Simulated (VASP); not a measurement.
# Tl (R-3m) in VASP: a series of runs

Runs on Tl. Level: PBE. Tasks: electric field gradients.

Program: VASP 6.6.1. These are calculated values, not measurements. Logs are shortened: lines on timing, memory, paths and dates and some standing lists are left out, and cuts for length are marked.

## 1. The cell of the first run

It takes space group R-3m (No. 166, trigonal). Conventional cell: a = 5.463 Å, b = 5.463 Å, c = 3.396 Å, α = 90.00°, β = 90.00°, γ = 120.00°. Tl (site symmetry -3m) has 14 Tl at 3.35 to 3.88 Å within 4.4 Å.

## 2. Electric field gradients, PBE (equal xy, yz and zx shear strains of +1 %)

The input, INCAR:

```
ALGO = Normal
EDIFF = 1E-8
ENCUT = 520
GGA = PE
ISIF = 2
ISMEAR = -1
LASPH = True
LCHARG = False
LEFG = True
LREAL = False
LWAVE = False
NBANDS = 12
NELM = 80
PREC = Accurate
SIGMA = 0.05
```

The input, KPOINTS:

```
k-points
0
Gamma
  13 13 13
```

The input, POSCAR:

```
Tl
1.0
   -1.9215900000      1.9410000000      1.9410000000
    1.9410000000     -1.9215900000      1.9410000000
    1.9410000000      1.9410000000     -1.9215900000
Tl
1
Direct
    0.0000000000      0.0000000000      0.0000000000
```

Potentials or basis: VASP PAW PBE potentials, release 64 (Tl_d).

Command:

```sh
$ cat potpaw_PBE.64/Tl_d/POTCAR > POTCAR
$ mpirun -np 1 vasp_std > vasp.out
```

OUTCAR:

```text
EDIFF = 1E-8
   ENCUT = 520
   GGA = PE
   ISIF = 2
   ISMEAR = -1
   LASPH = True
   LREAL = False
   NELM = 80
   PREC = Accurate

 ion  position               nearest neighbor table
   1  0.000  0.000  0.000-

  LATTYP: Found a trigonal (rhomboedric) cell.
 ALAT       =     3.3507417281
 COS(alpha) =    -0.3288480252

  Lattice vectors:

 A1 = (  -1.9215900000,   1.9410000000,   1.9410000000)
 A2 = (   1.9410000000,  -1.9215900000,   1.9410000000)
 A3 = (   1.9410000000,   1.9410000000,  -1.9215900000)

Analysis of symmetry for initial positions (statically):
=====================================================================
 Subroutine PRICEL returns:
 Original cell was already a primitive cell.

 Routine SETGRP: Setting up the symmetry group for a
 trigonal (rhombohedral) supercell.

 Subroutine GETGRP returns: Found 12 space group operations
 (whereof 12 operations were pure point group operations)
 out of a pool of 12 trial point group operations.

The static configuration has the point symmetry D_3d.

Analysis of symmetry for dynamics (positions and initial velocities):
=====================================================================
 Subroutine PRICEL returns:
 Original cell was already a primitive cell.

 Routine SETGRP: Setting up the symmetry group for a
 trigonal (rhombohedral) supercell.

 Subroutine GETGRP returns: Found 12 space group operations
 (whereof 12 operations were pure point group operations)
 out of a pool of 12 trial point group operations.

The dynamic configuration has the point symmetry D_3d.

 Subroutine INISYM returns: Found 12 space group operations
 (whereof 12 operations are pure point group operations),
 and found     1 'primitive' translations

----------------------------------------------------------------------------------------

                                     Primitive cell

  volume of cell :      29.2485

  direct lattice vectors                    reciprocal lattice vectors
    -1.921590000  1.941000000  1.941000000    -0.002563303  0.256330340  0.256330340
     1.941000000 -1.921590000  1.941000000     0.256330340 -0.002563303  0.256330340
     1.941000000  1.941000000 -1.921590000     0.256330340  0.256330340 -0.002563303

  length of vectors
     3.350741728  3.350741728  3.350741728     0.362514907  0.362514907  0.362514907

[... 123 lines left out ...]

  energy without entropy =       -2.20097410  energy(sigma->0) =       -2.20363802

 E-fermi :   6.3239     XC(G=0): -10.0804

 val. band max:        6.3119318245   @ k =  -0.3846  -0.3846   0.2308
 cond. band min:       6.3300627403   @ k =  -0.3846   0.3846   0.1538
 fundamental gap:      0.0181309158
 Fermi energy:         6.3239124875

 k-point     1 :       0.0000    0.0000    0.0000
  band No.  band energies     occupation
      1      -5.3197      2.00000
      2      -5.3197      2.00000
      3      -5.2782      2.00000
      4      -4.8963      2.00000
      5      -4.8963      2.00000
      6      -3.5494      2.00000
      7      16.7492      0.00000
      8      17.0193      0.00000
      9      17.0193      0.00000
     10      18.5983      0.00000
     11      18.5983      0.00000
     12      18.7570      0.00000
[... 331 lines left out ...]
 k-point    24 :       0.4615    0.1538    0.0000
  band No.  band energies     occupation
      1      -5.4552      2.00000
      2      -5.3386      2.00000
      3      -4.9356      2.00000
      4      -4.9236      2.00000
      5      -4.7194      2.00000
      6       1.2562      2.00000
      7       4.4455      2.00000
      8       9.7511      0.00000
      9      12.9248      0.00000
     10      17.6208      0.00000
     11      20.3317      0.00000
     12      21.2613      0.00000

 [... further k-points ...]

------------------------ aborting loop because EDIFF is reached ----------------------------------------

  FORCE on cell =-STRESS in cart. coord.  units (eV):
  Direction    XX          YY          ZZ          XY          YZ          ZX
  --------------------------------------------------------------------------------------
  -------------------------------------------------------------------------------------
  Total        0.4071950      0.4071950      0.4071950     -0.0188300     -0.0188300     -0.0188300
  in kB       22.3053413     22.3053413     22.3053413     -1.0314690     -1.0314690     -1.0314690
  external PRESSURE =      22.3053413 kB  Pullay stress =       0.0000000 kB

 VOLUME and BASIS-vectors are now :
 -----------------------------------------------------------------------------
  energy-cutoff  :      520.00
  volume of cell :       29.25
      direct lattice vectors                 reciprocal lattice vectors
    -1.921590000  1.941000000  1.941000000    -0.002563303  0.256330340  0.256330340
     1.941000000 -1.921590000  1.941000000     0.256330340 -0.002563303  0.256330340
     1.941000000  1.941000000 -1.921590000     0.256330340  0.256330340 -0.002563303

 POSITION                                       TOTAL-FORCE (eV/Angst)
 -----------------------------------------------------------------------------------
      0.00000      0.00000      0.00000        -0.000000     -0.000000     -0.000000
 -----------------------------------------------------------------------------------
    total drift:                               -0.000000     -0.000000     -0.000000

  FREE ENERGIE OF THE ION-ELECTRON SYSTEM (eV)
  ---------------------------------------------------
  free  energy   TOTEN  =        -2.2063019348 eV

  energy  without entropy=       -2.2009741031  energy(sigma->0) =       -2.20363802

 Electric field gradients (V/A^2)
---------------------------------------------------------------------
 ion       V_xx      V_yy      V_zz      V_xy      V_xz      V_yz
---------------------------------------------------------------------
   1      -0.000    -0.000    -0.000     6.403     6.403     6.403
---------------------------------------------------------------------

 Electric field gradients after diagonalization (V/A^2)
 (convention: |V_zz| > |V_xx| > |V_yy|)
----------------------------------------------------------------------
 ion       V_xx      V_yy      V_zz     asymmetry (V_yy - V_xx)/ V_zz
----------------------------------------------------------------------
   1      -6.403    -6.403    12.805       0.000
----------------------------------------------------------------------

           NMR quadrupolar parameters

 Cq : quadrupolar parameter    Cq=e*Q*V_zz/h
 eta: asymmetry parameters     (V_yy - V_xx)/ V_zz
 Q  : nuclear electric quadrupole moment in mb (millibarn)
----------------------------------------------------------------------
 ion       Cq(MHz)       eta       Q (mb)
----------------------------------------------------------------------
   1       0.031       0.000       1.000
----------------------------------------------------------------------
```

stdout:

```text
POSCAR found type information on POSCAR Tl
 POSCAR found :  1 types and       1 ions
 scaLAPACK will be used
 LDA part: xc-table for (Slater+PW92), standard interpolation
 POSCAR, INCAR and KPOINTS ok, starting setup
 FFT: planning ... GRIDC
 FFT: planning ... GRID_SOFT
 FFT: planning ... GRID
 WAVECAR not read
 entering main loop
ion   1
```

Run time: 48 s. Hardware: 1 thread of Intel Xeon Platinum 8488C (Sapphire Rapids), shared host; peak memory 0.21 GiB.

What came out:

* Free energy: -2.2063 eV
* Pressure: 2.2 GPa

Electric field gradients, principal values (V/Å²):
| atom | least | middle | greatest (by size) |
| --- | --- | --- | --- |
| 1 Tl | -6.403 | -6.403 | 12.805 |

Caveat: the cell differs from its parent crystal (equal xy, yz and zx shear strains of +1 %); without QUAD_EFG the Cq values of the log hold for a quadrupole moment of 1 mb, not for the nuclei; spin-orbit coupling is left out, which moves the levels of the heavy elements.

## 3. Electric field gradients, PBE (equal xy, yz and zx shear strains of +1 %)

The input, INCAR:

```
SYSTEM = Tl
PREC     = Accurate       ! precision mode
ENCUT    = 520            ! plane-wave cutoff, eV
EDIFF    = 1E-8           ! SCF threshold, eV
ISMEAR   = -1             ! smearing method
SIGMA    = 0.05           ! smearing width, eV
LREAL    = .FALSE.        ! projectors in reciprocal space
LASPH    = .TRUE.         ! aspherical terms in the spheres
NELM     = 100            ! most SCF steps
ALGO     = Normal         ! electronic algorithm
ISIF     = 2              ! what is computed and relaxed
LWAVE    = .FALSE.        ! write WAVECAR
LCHARG   = .FALSE.        ! write CHGCAR
GGA      = PE             ! functional
LEFG     = .TRUE.       
NBANDS   = 12             ! bands
```

The input, KPOINTS:

```
Automatic mesh
0
G
  13 13 13
  0 0 0
```

POSCAR is that of step 2.

Potentials or basis: VASP PAW PBE potentials, release 64 (Tl_d).

Command:

```sh
$ cat potpaw_PBE.64/Tl_d/POTCAR > POTCAR
$ mpirun -np 1 vasp_std > vasp.out
```

OUTCAR:

```text
SYSTEM = Tl
   PREC = Accurate
   ENCUT = 520
   EDIFF = 1E-8
   ISMEAR = -1
   LREAL = .FALSE.
   LASPH = .TRUE.
   NELM = 100
   ISIF = 2
   GGA = PE

 ion  position               nearest neighbor table
   1  0.000  0.000  0.000-

  LATTYP: Found a trigonal (rhomboedric) cell.
 ALAT       =     3.3507417281
 COS(alpha) =    -0.3288480252

  Lattice vectors:

 A1 = (  -1.9215900000,   1.9410000000,   1.9410000000)
[... 567 lines left out ...]
    total drift:                               -0.000000     -0.000000     -0.000000

  FREE ENERGIE OF THE ION-ELECTRON SYSTEM (eV)
  ---------------------------------------------------
  free  energy   TOTEN  =        -2.2063019348 eV

  energy  without entropy=       -2.2009741031  energy(sigma->0) =       -2.20363802

 Electric field gradients (V/A^2)
---------------------------------------------------------------------
 ion       V_xx      V_yy      V_zz      V_xy      V_xz      V_yz
---------------------------------------------------------------------
   1      -0.000    -0.000    -0.000     6.403     6.403     6.403
---------------------------------------------------------------------

 Electric field gradients after diagonalization (V/A^2)
 (convention: |V_zz| > |V_xx| > |V_yy|)
----------------------------------------------------------------------
 ion       V_xx      V_yy      V_zz     asymmetry (V_yy - V_xx)/ V_zz
----------------------------------------------------------------------
   1      -6.403    -6.403    12.805       0.000
----------------------------------------------------------------------

           NMR quadrupolar parameters

 Cq : quadrupolar parameter    Cq=e*Q*V_zz/h
 eta: asymmetry parameters     (V_yy - V_xx)/ V_zz
 Q  : nuclear electric quadrupole moment in mb (millibarn)
----------------------------------------------------------------------
 ion       Cq(MHz)       eta       Q (mb)
----------------------------------------------------------------------
   1       0.031       0.000       1.000
----------------------------------------------------------------------
```

stdout:

```text
POSCAR found type information on POSCAR Tl
 POSCAR found :  1 types and       1 ions
 scaLAPACK will be used
 LDA part: xc-table for (Slater+PW92), standard interpolation
 POSCAR, INCAR and KPOINTS ok, starting setup
 FFT: planning ... GRIDC
 FFT: planning ... GRID_SOFT
 FFT: planning ... GRID
 WAVECAR not read
 entering main loop
ion   1
```

Run time: 51 s. Hardware: 1 thread of Intel Xeon Platinum 8488C (Sapphire Rapids), shared host; peak memory 0.2 GiB.

What came out:

```
Free energy : -2.2063 eV
Pressure    : 2.2 GPa
```

Electric field gradients, principal values (V/Å²):
| atom | least | middle | greatest (by size) |
| --- | --- | --- | --- |
| 1 Tl | -6.403 | -6.403 | 12.805 |

Caveat: the cell differs from its parent crystal (equal xy, yz and zx shear strains of +1 %); without QUAD_EFG the Cq values of the log hold for a quadrupole moment of 1 mb, not for the nuclei; spin-orbit coupling is left out, which moves the levels of the heavy elements.
